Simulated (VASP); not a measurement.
# Ir (Fd-3m) in VASP: notebook

Runs on Ir. Level: PBE. Tasks: single point.

Everything below comes from runs of VASP 6.6.1. Logs are shortened: lines on timing, memory, paths and dates and some standing lists are left out, and cuts for length are marked.

### Step 1. The cell of the first run

The structure is cubic, space group Fd-3m (No. 227). Conventional cell: a = 5.410 Å, b = 5.410 Å, c = 5.410 Å, α = 90.00°, β = 90.00°, γ = 90.00°. Within 3.1 Å of Ir (site symmetry -43m) lie 4 Ir at 2.34 Å.

This isn't the form of Ir at room conditions, which is fcc.

### Step 2. Single point, PBE

INCAR

```
PREC = Accurate ; ENCUT = 500
EDIFF = 1E-6 ; ISMEAR = -1
SIGMA = 0.1 ; LREAL = F
LASPH = T ; NELM = 120
ALGO = Normal ; ISIF = 2
LWAVE = F ; LCHARG = T
GGA = PE ; LELF = T
LVHAR = T ; NBANDS = 16
GGA_COMPAT = F
```

KPOINTS

```
regular mesh
0
Gamma
  7 7 7
```

POSCAR

```
Ir
1.0
    0.0000000000      2.7049812163      2.7049812163
    2.7049812163      0.0000000000      2.7049812163
    2.7049812163      2.7049812163      0.0000000000
Ir
2
Direct
    1.0000000000      1.0000000000      1.0000000000
    0.2500000000      0.2500000000      0.2500000000
```

Potentials or basis: VASP PAW PBE potentials, release 64 (Ir).

Command:

```bash
$ cat potpaw_PBE.64/Ir/POTCAR > POTCAR
$ mpirun -np 1 vasp_std > vasp.out
```

OUTCAR:

```text
PREC = Accurate
   ENCUT = 500
   EDIFF = 1E-6
   ISMEAR = -1
   LREAL = F
   LASPH = T
   NELM = 120
   ISIF = 2
   GGA = PE

 ion  position               nearest neighbor table
   1  0.000  0.000  0.000-   2 2.34   2 2.34   2 2.34   2 2.34
   2  0.250  0.250  0.250-   1 2.34   1 2.34   1 2.34   1 2.34

  LATTYP: Found a face centered cubic cell.
 ALAT       =     5.4099624326

  Lattice vectors:

 A1 = (   0.0000000000,   2.7049812163,   2.7049812163)
 A2 = (   2.7049812163,   0.0000000000,   2.7049812163)
 A3 = (   2.7049812163,   2.7049812163,   0.0000000000)

Analysis of symmetry for initial positions (statically):
=====================================================================
 Subroutine PRICEL returns:
 Original cell was already a primitive cell.

 Routine SETGRP: Setting up the symmetry group for a
 face centered cubic supercell.

 Subroutine GETGRP returns: Found 48 space group operations
 (whereof 24 operations were pure point group operations)
 out of a pool of 48 trial point group operations.

The static configuration has the point symmetry T_d .
 The point group associated with its full space group is O_h .

Analysis of symmetry for dynamics (positions and initial velocities):
=====================================================================
 Subroutine PRICEL returns:
 Original cell was already a primitive cell.

 Routine SETGRP: Setting up the symmetry group for a
 face centered cubic supercell.

 Subroutine GETGRP returns: Found 48 space group operations
 (whereof 24 operations were pure point group operations)
 out of a pool of 48 trial point group operations.

The dynamic configuration has the point symmetry T_d .
 The point group associated with its full space group is O_h .

 Subroutine INISYM returns: Found 48 space group operations
 (whereof 24 operations are pure point group operations),
 and found     1 'primitive' translations

----------------------------------------------------------------------------------------

                                     Primitive cell

  volume of cell :      39.5843

  direct lattice vectors                    reciprocal lattice vectors
     0.000000000  2.704981216  2.704981216    -0.184844167  0.184844167  0.184844167
     2.704981216  0.000000000  2.704981216     0.184844167 -0.184844167  0.184844167
     2.704981216  2.704981216  0.000000000     0.184844167  0.184844167 -0.184844167

  length of vectors
     3.825421122  3.825421122  3.825421122     0.320159489  0.320159489  0.320159489
[... 75 lines left out ...]
   NELM   =    120;   NELMIN=  2; NELMDL= -5     # of ELM steps
   EDIFF  = 0.1E-05   stopping-criterion for ELM
   LREAL  =      F    real-space projection
   EDIFFG = 0.1E-04   stopping-criterion for IOM
   NSW    =      0    number of steps for IOM
   IBRION =     -1    ionic relax: 0-MD 1-quasi-New 2-CG
   NFREE  =      0    steps in history (QN), initial steepest desc. (CG)
   ISIF   =      2    stress and relaxation
   ISYM   =      2    0-nonsym 1-usesym 2-fastsym
   POTIM  = 0.5000    time-step for ionic-motion
   TEBEG  =    0.0;   TEEND  =   0.0 temperature during run
   PSTRESS=    0.0 pullay stress
   NELECT =      18.0000    total number of electrons
   NUPDOWN=      -1.0000    fix difference up-down
   EMIN   =  10.00;   EMAX   =-10.00  energy-range for DOS
   EFERMI =   0.00;   METHOD = LEGACY
   ISMEAR =    -1;   SIGMA  =   0.10  broadening in eV -4-tet -1-fermi 0-gaus
   EFERMI_NEDOS =   21; number of points for ismear=-14 and -15
   IALGO  =     38    algorithm
   IMIX   =      4    mixing-type and parameters
     AMIX     =   0.40;   BMIX     =  1.00
     AMIX_MAG =   1.60;   BMIX_MAG =  1.00
  volume/ion in A,a.u.               =      19.79       133.56
  Fermi-wavevector in a.u.,A,eV,Ry     =   1.258901  2.378977 21.562928  1.584831
  Thomas-Fermi vector in A             =   2.392487
   LORBIT       =      0    0 simple, 1 ext, 2 COOP (PROOUT), +10 PAW based schemes
   GGA     = PE    functional components
   LHFCALC =     F    Hartree Fock is set to
   AEXX    =    0.0000 exact exchange contribution
   IVDW    =     0    specifies the selected vdW correction
   LEPSILON=     F    determine dielectric tensor
   LRPA    =     F    only Hartree local field effects (RPA)
 non-spin polarized calculation
  energy-cutoff  :      500.00
  volume of cell :       39.58
 maximum number of plane-waves:      1014
   NGX = 13   NGY = 13   NGZ = 13

 number of electron      17.9999999 magnetization

 Free energy of the ion-electron system (eV)
  ---------------------------------------------------
  ext. energy  EPLUGINS =         0.00000000
  ---------------------------------------------------
  free energy    TOTEN  =       -15.55342114 eV

  energy without entropy =      -15.49477101  energy(sigma->0) =      -15.52409608

 E-fermi :   6.2883     XC(G=0): -11.6258

 val. band max:        6.2230214338   @ k =   0.4286   0.2857   0.0000
 cond. band min:       6.3325923877   @ k =   0.4286   0.1429   0.0000
 fundamental gap:      0.1095709540
 Fermi energy:         6.2883481127

 k-point     1 :       0.0000    0.0000    0.0000
  band No.  band energies     occupation
      1      -2.3585      2.00000
      2       0.6035      2.00000
      3       0.6035      2.00000
      4       1.1489      2.00000
      5       1.1489      2.00000
      6       1.1489      2.00000
[... 357 lines left out ...]
      3       1.0372      2.00000
      4       1.1059      2.00000
      5       2.1564      2.00000
      6       2.9966      2.00000
[... 8 lines left out ...]
     15      18.6085      0.00000
     16      21.2378      0.00000

------------------------ aborting loop because EDIFF is reached ----------------------------------------

  FORCE on cell =-STRESS in cart. coord.  units (eV):
  Direction    XX          YY          ZZ          XY          YZ          ZX
  --------------------------------------------------------------------------------------
  -------------------------------------------------------------------------------------
  Total        4.7120599      4.7120599      4.7120599     -0.0000000      0.0000000     -0.0000000
  in kB      190.7210497    190.7210497    190.7210497     -0.0000000      0.0000000     -0.0000000
  external PRESSURE =     190.7210497 kB  Pullay stress =       0.0000000 kB

 VOLUME and BASIS-vectors are now :
 -----------------------------------------------------------------------------
  energy-cutoff  :      500.00
  volume of cell :       39.58
      direct lattice vectors                 reciprocal lattice vectors
     0.000000000  2.704981216  2.704981216    -0.184844167  0.184844167  0.184844167
     2.704981216  0.000000000  2.704981216     0.184844167 -0.184844167  0.184844167
     2.704981216  2.704981216  0.000000000     0.184844167  0.184844167 -0.184844167

 POSITION                                       TOTAL-FORCE (eV/Angst)
 -----------------------------------------------------------------------------------
      0.00000      0.00000      0.00000        -0.000000     -0.000000     -0.000000
      1.35249      1.35249      1.35249         0.000000      0.000000      0.000000
 -----------------------------------------------------------------------------------
    total drift:                                0.000000      0.000000      0.000000

  FREE ENERGIE OF THE ION-ELECTRON SYSTEM (eV)
  ---------------------------------------------------
  free  energy   TOTEN  =       -15.5534211436 eV

  energy  without entropy=      -15.4947710118  energy(sigma->0) =      -15.52409608
```

Wall time 8.4 s (1 thread of AMD EPYC 9R45 (Zen 5), shared host); peak memory 0.13 GiB.

What came out:

| Property | Result |
| --- | --- |
| Free energy | -15.5534 eV |
| Pressure | 19.1 GPa |
| Band gap on the k mesh | zero (bands 9 and 10 overlap by 1.55 eV) |

Caveat: the cell stands under pressure; spin-orbit coupling is left out, which moves the levels of the heavy elements.

### Step 3. Single point, PBE

This run uses another cell than the first one, of 21.60 Å³/atom.

INCAR

```
SYSTEM = Ir
PREC = Accurate
ENCUT = 500
EDIFF = 1E-6
ISMEAR = -1
SIGMA = 0.1
LREAL = .FALSE.
LASPH = .TRUE.
NELM = 120
ALGO = Normal
ISIF = 2
LWAVE = .FALSE.
LCHARG = .FALSE.
GGA = PE
NBANDS = 16
GGA_COMPAT = .FALSE.
```

KPOINTS

```
Automatic mesh
0
G
  7 7 7
  0 0 0
```

POSCAR

```
Ir
1.0
    0.0000000000      2.7850163808      2.7850163808
    2.7850163808      0.0000000000      2.7850163808
    2.7850163808      2.7850163808      0.0000000000
Ir
2
Direct
    1.0000000000      1.0000000000      1.0000000000
    0.2500000000      0.2500000000      0.2500000000
```

Potentials or basis: VASP PAW PBE potentials, release 64 (Ir).

Command:

```bash
$ cat potpaw_PBE.64/Ir/POTCAR > POTCAR
$ mpirun -np 1 vasp_std > vasp.out
```

Wall time 8.8 s (1 thread of AMD EPYC 9R45 (Zen 5), shared host); peak memory 0.14 GiB.

It converged, with:

- Free energy: -15.7483 eV
- Pressure: -0.4 GPa
- Band gap on the k mesh: zero (bands 9 and 10 overlap by 1.42 eV)

Levels at points of the mesh, in eV from the Fermi level:
```tsv
k point	band 7	band 8	band 9	band 10	band 11	band 12
(0.00, 0.00, 0.00)	-1.74	-1.74	-1.74	0.77	0.77	10.84
```

Caveat: spin-orbit coupling is left out, which moves the levels of the heavy elements.
